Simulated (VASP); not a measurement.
Set up this calculation in VASP 6.6.1, as the native input.

| Quantity | Value |
| --- | --- |
| Task | single point |
| Functional | PBE |
| Potentials or basis | VASP PAW PBE potentials, release 64 (Hf_pv, N) |
| Cutoff | 520 eV |
| k mesh | 12 × 12 × 12 |
| Occupations | gaussian, width 0.1 eV |
| Spin | no spin polarisation |
| Dipole correction | no |
| Further INCAR settings | ALGO = Normal; EDIFF = 1e-07; NBANDS = 30 |

The structure of Hf4N lies in POSCAR:

```
Hf4N
1.0
   -2.2467373000      2.2467373000      4.5996316000
    2.2467373000     -2.2467373000      4.5996316000
    2.2467373000      2.2467373000     -4.5996316000
Hf N
4 1
Direct
    0.0000000000      0.5000000000      0.5000000000
    0.5000000000      0.0000000000      0.5000000000
    0.2413150000      0.2413150000      0.0000000000
    0.7586850000      0.7586850000      0.0000000000
    0.0000000000      0.0000000000      0.0000000000
```

One way to write it, as run:

INCAR

```
SYSTEM = Hf4N
  PREC = Accurate
  ENCUT = 520
  EDIFF = 1E-7
  ISMEAR = 0
  SIGMA = 0.1
  LREAL = .FALSE.
  LASPH = .TRUE.
  NELM = 100
  ALGO = Normal
  ISIF = 2
  LWAVE = .FALSE.
  LCHARG = .FALSE.
  GGA = PE
  NBANDS = 30
```

KPOINTS

```
regular mesh
0
G
  12 12 12
  0 0 0
```

Potentials or basis: VASP PAW PBE potentials, release 64 (Hf_pv, N).

Launch:

```sh
$ cat potpaw_PBE.64/Hf_pv/POTCAR potpaw_PBE.64/N/POTCAR > POTCAR
$ mpirun -np 1 vasp_std > vasp.out
```

It gave:

```
Pressure      : -0.8 GPa
Largest force : 0.074 eV/Å
```

Wall time 11 min on 1 thread of Intel(R) Xeon(R) Platinum 8259CL CPU @ 2.50GHz (Skylake/Cascade Lake), with other jobs on the host, peak memory 0.51 GiB.
